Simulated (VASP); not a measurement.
# Si (Fd-3m) in VASP: elastic constants with PBEsol

Aim: the elastic constants of Si with PBEsol.

Everything below comes from runs of VASP 6.6.1. Logs are shortened: lines on timing, memory, paths and dates and some standing lists are left out, and cuts for length are marked.

**1. The cell of the first run**

It takes space group Fd-3m (No. 227, cubic). Conventional cell: a = 5.307 Å, b = 5.307 Å, c = 5.307 Å, α = 90.00°, β = 90.00°, γ = 90.00°. Within 3.0 Å of Si (site symmetry -43m) lie 4 Si at 2.30 Å.

**2. Elastic constants, PBEsol**

File INCAR:

```
SYSTEM = Si
ALGO = Normal
EDIFF = 1E-8
ENCUT = 600
GGA = PS
IBRION = 6
ISIF = 3
ISMEAR = 0
LASPH = .TRUE.
LCHARG = .FALSE.
LREAL = .FALSE.
LWAVE = .FALSE.
NELM = 100
NFREE = 2
NSW = 1
POTIM = 0.015
PREC = Accurate
SIGMA = 0.01
```

File KPOINTS:

```
k-points
0
G
  12 12 12
  0 0 0
```

File POSCAR:

```
Si
1.0
    0.0000000000      2.6532741778      2.6532741778
    2.6532741778      0.0000000000      2.6532741778
    2.6532741778      2.6532741778      0.0000000000
Si
2
Direct
    0.7500000000      0.7500000000      0.7500000000
    0.5000000000      0.5000000000      0.5000000000
```

Potentials or basis: VASP PAW PBE potentials, release 64 (Si).

The run is started by

```bash
$ cat potpaw_PBE.64/Si/POTCAR > POTCAR
$ mpirun -np 1 vasp_std > vasp.out
```

OUTCAR:

```text
SYSTEM = Si
   EDIFF = 1E-8
   ENCUT = 600
   GGA = PS
   IBRION = 6
   ISIF = 3
   ISMEAR = 0
   LASPH = .TRUE.
   LREAL = .FALSE.
   NELM = 100
   NFREE = 2
   NSW = 1
   POTIM = 0.015
   PREC = Accurate

 ion  position               nearest neighbor table
   1  0.750  0.750  0.750-   2 2.30   2 2.30   2 2.30   2 2.30
   2  0.500  0.500  0.500-   1 2.30   1 2.30   1 2.30   1 2.30

  LATTYP: Found a face centered cubic cell.
 ALAT       =     5.3065483556

  Lattice vectors:

 A1 = (   0.0000000000,   2.6532741778,   2.6532741778)
 A2 = (   2.6532741778,   0.0000000000,   2.6532741778)
 A3 = (   2.6532741778,   2.6532741778,   0.0000000000)

Analysis of symmetry for initial positions (statically):
=====================================================================
 Subroutine PRICEL returns:
 Original cell was already a primitive cell.

 Routine SETGRP: Setting up the symmetry group for a
 face centered cubic supercell.

 Subroutine GETGRP returns: Found 48 space group operations
 (whereof 24 operations were pure point group operations)
 out of a pool of 48 trial point group operations.

The static configuration has the point symmetry T_d .
 The point group associated with its full space group is O_h .

Analysis of symmetry for dynamics (positions and initial velocities):
=====================================================================
 Subroutine PRICEL returns:
 Original cell was already a primitive cell.

 Routine SETGRP: Setting up the symmetry group for a
 face centered cubic supercell.

 Subroutine GETGRP returns: Found 48 space group operations
 (whereof 24 operations were pure point group operations)
 out of a pool of 48 trial point group operations.

The dynamic configuration has the point symmetry T_d .
 The point group associated with its full space group is O_h .

 Subroutine INISYM returns: Found 48 space group operations
 (whereof 24 operations are pure point group operations),
 and found     1 'primitive' translations

----------------------------------------------------------------------------------------

                                     Primitive cell

  volume of cell :      37.3574

  direct lattice vectors                    reciprocal lattice vectors
     0.000000000  2.653274178  2.653274178    -0.188446412  0.188446412  0.188446412
     2.653274178  0.000000000  2.653274178     0.188446412 -0.188446412  0.188446412
     2.653274178  2.653274178  0.000000000     0.188446412  0.188446412 -0.188446412

  length of vectors
     3.752296327  3.752296327  3.752296327     0.326398761  0.326398761  0.326398761

  position of ions in fractional coordinates (direct lattice)
     0.750000000  0.750000000  0.750000000
     0.500000000  0.500000000  0.500000000

  ion indices of the primitive-cell ions
   primitive index   ion index
                 1           1
                 2           2

----------------------------------------------------------------------------------------

 KPOINTS: k-points

Automatic generation of k-mesh.
 Grid dimensions read from file:
 generate k-points for:   12   12   12

[... 110 lines left out ...]
  ---------------------------------------------------
  free energy    TOTEN  =       -11.42864020 eV

  energy without entropy =      -11.42864020  energy(sigma->0) =      -11.42864020

------------------------ aborting loop because EDIFF is reached ----------------------------------------

  FORCE on cell =-STRESS in cart. coord.  units (eV):
  Direction    XX          YY          ZZ          XY          YZ          ZX
  --------------------------------------------------------------------------------------
  -------------------------------------------------------------------------------------
  Total        1.8360809      1.8360809      1.8360809      0.0000000     -0.0000000      0.0000000
  in kB       78.7455491     78.7455491     78.7455491      0.0000000     -0.0000000      0.0000000
  external PRESSURE =      78.7455491 kB  Pullay stress =       0.0000000 kB
[... 89 lines left out ...]
  FREE ENERGIE OF THE ION-ELECTRON SYSTEM (eV)
  ---------------------------------------------------
  free  energy   TOTEN  =       -11.3961667626 eV

  energy  without entropy=      -11.3961667626  energy(sigma->0) =      -11.39616676

[... ionic steps 4 to 12 ...]

--------------------------------------- Ionic step       13  -------------------------------------------

 number of electron       8.0000000 magnetization

------------------------ aborting loop because EDIFF is reached ----------------------------------------
[... 67 lines left out ...]
--------------------------------------- Ionic step       15  -------------------------------------------

 number of electron       8.0000000 magnetization

 Free energy of the ion-electron system (eV)
  ---------------------------------------------------
  ext. energy  EPLUGINS =         0.00000000
  ---------------------------------------------------
  free energy    TOTEN  =       -11.42690873 eV

  energy without entropy =      -11.42690873  energy(sigma->0) =      -11.42690873

 E-fermi :   6.6348     XC(G=0):  -9.8220

 val. band max:        6.5895166953   @ k =   0.0000   0.0000   0.0000
 cond. band min:       6.8383275020   @ k =   0.0000   0.4167   0.4167
 fundamental gap:      0.2488108067
 Fermi energy:         6.6347807928

 k-point     1 :       0.0000    0.0000    0.0000
  band No.  band energies     occupation
      1      -5.9689      2.00000
      2       6.4413      2.00000
      3       6.5160      2.00000
      4       6.5895      2.00000
      5       9.0153      0.00000
      6       9.0564      0.00000
      7       9.0991      0.00000
      8      10.6493      0.00000
[... 243 lines left out ...]
 k-point    24 :      -0.4167    0.1667    0.0000
  band No.  band energies     occupation
      1      -3.1363      2.00000
      2      -0.6174      2.00000
      3       3.3519      2.00000
      4       4.8095      2.00000
      5       8.6300      0.00000
      6      10.6948      0.00000
      7      10.9203      0.00000
      8      14.6715      0.00000

 [... further k-points ...]

------------------------ aborting loop because EDIFF is reached ----------------------------------------

  FORCE on cell =-STRESS in cart. coord.  units (eV):
  Direction    XX          YY          ZZ          XY          YZ          ZX
  --------------------------------------------------------------------------------------
  -------------------------------------------------------------------------------------
  Total        1.8351518      1.8399930      1.8399930      0.0000000      0.1991043      0.0000000
  in kB       78.7057017     78.9133290     78.9133290      0.0000000      8.5391534      0.0000000
  external PRESSURE =      78.8441199 kB  Pullay stress =       0.0000000 kB
[... 17 lines left out ...]
  FREE ENERGIE OF THE ION-ELECTRON SYSTEM (eV)
  ---------------------------------------------------
  free  energy   TOTEN  =       -11.4269087262 eV

  energy  without entropy=      -11.4269087262  energy(sigma->0) =      -11.42690873

 INTERNAL STRAIN TENSORS FROM STRAINED CELLS
 ============================================

 INTERNAL STRAIN TENSOR FOR ION    1 for displacements in x,y,z  (eV/Angst):
          X           Y           Z          XY          YZ          ZX
  --------------------------------------------------------------------------------
  x     0.00000     0.00000    -0.00000    -0.00000   -13.28345    -0.00000
  y    -0.00000     0.00000    -0.00000     0.00000     0.00000   -13.28328
  z    -0.00000     0.00000     0.00000   -13.28348     0.00000     0.00000

 INTERNAL STRAIN TENSORS FROM DISPLACED ATOMS
 ============================================

 INTERNAL STRAIN TENSOR FOR ION    1 for displacements in x,y,z  (eV/Angst):
          X           Y           Z          XY          YZ          ZX
  --------------------------------------------------------------------------------
  x     0.00000     0.00000     0.00000     0.00000   -13.27407     0.00000
  y     0.00000     0.00000     0.00000     0.00000     0.00000   -13.27407
  z     0.00000     0.00000     0.00000   -13.27407     0.00000     0.00000

 INTERNAL STRAIN TENSOR FOR ION    2 for displacements in x,y,z  (eV/Angst):
          X           Y           Z          XY          YZ          ZX
  --------------------------------------------------------------------------------
  x    -0.00000     0.00000     0.00000     0.00000    13.27407     0.00000
  y     0.00000    -0.00000     0.00000     0.00000     0.00000    13.27407
  z     0.00000     0.00000    -0.00000    13.27407     0.00000     0.00000

 Eigenvectors and eigenvalues of the dynamical matrix
 ----------------------------------------------------

   1 f  =   16.366490 THz   102.833692 2PiTHz  545.927358 cm-1    67.686335 meV
             X         Y         Z           dx          dy          dz
      3.979911  3.979911  3.979911     0.000000   -0.707107    0.000000
      2.653274  2.653274  2.653274     0.000000    0.707107    0.000000
[... 21 lines left out ...]
   6 f  =    0.000000 THz     0.000000 2PiTHz    0.000000 cm-1     0.000000 meV
             X         Y         Z           dx          dy          dz
      3.979911  3.979911  3.979911     0.000000    0.000000    0.707107
      2.653274  2.653274  2.653274     0.000000    0.000000    0.707107

--------------------------------------------------------------------------------------------------------

 ELASTIC MODULI CONTR FROM IONIC RELAXATION (kBar)
 Direction    XX          YY          ZZ          XY          YZ          ZX
 --------------------------------------------------------------------------------
 XX          -0.0000      0.0000      0.0000      0.0000      0.0000      0.0000
 YY           0.0000     -0.0000      0.0000      0.0000      0.0000      0.0000
 ZZ           0.0000      0.0000     -0.0000      0.0000      0.0000      0.0000
 XY           0.0000      0.0000      0.0000   -491.0080      0.0000      0.0000
 YZ           0.0000      0.0000      0.0000      0.0000   -491.0080      0.0000
 ZX           0.0000      0.0000      0.0000      0.0000      0.0000   -491.0080
 --------------------------------------------------------------------------------

 TOTAL ELASTIC MODULI (kBar)
 Direction    XX          YY          ZZ          XY          YZ          ZX
 --------------------------------------------------------------------------------
 XX        1792.8613    867.5929    867.5929      0.0000      0.0000     -0.0000
 YY         867.5929   1792.8613    867.5929      0.0000      0.0000      0.0000
 ZZ         867.5929    867.5929   1792.8613      0.0000      0.0000      0.0000
 XY           0.0000      0.0000      0.0000    765.4550      0.0000      0.0000
 YZ           0.0000      0.0000      0.0000      0.0000    765.4550      0.0000
 ZX          -0.0000      0.0000      0.0000      0.0000      0.0000    765.4550
 --------------------------------------------------------------------------------
```

It took 18 min on 1 thread of Intel Xeon Platinum 8259CL at 2.50GHz (Skylake/Cascade Lake), shared host; peak memory 0.37 GiB.

What came out:

| Item | Value |
| --- | --- |
| Elastic constants C11, C12, C44 | 179, 87, 77 GPa |
| Voigt bulk modulus | 118 GPa |
| Highest phonon frequency at Γ | 546 cm⁻¹ |

Phonon frequencies in cm⁻¹ (negative: imaginary):
```
              q point        frequencies
(0.000, 0.000, 0.000)  0 0 0 546 546 546
```

Elastic tensor in Voigt notation (GPa, in the Cartesian axes of the cell as first typed):
```
179  87  87   0   0   0
 87 179  87   0   0   0
 87  87 179   0   0   0
  0   0   0  77   0   0
  0   0   0   0  77   0
  0   0   0   0   0  77
```

Clamped-ion elastic tensor (GPa):
```
179  87  87   0   0   0
 87 179  87   0   0   0
 87  87 179   0   0   0
  0   0   0 126   0   0
  0   0   0   0 126   0
  0   0   0   0   0 126
```

Caveat: the cell is under stress, which shifts elastic constants; the PAW data sets were made with another functional, which shifts forces and pressure a little.
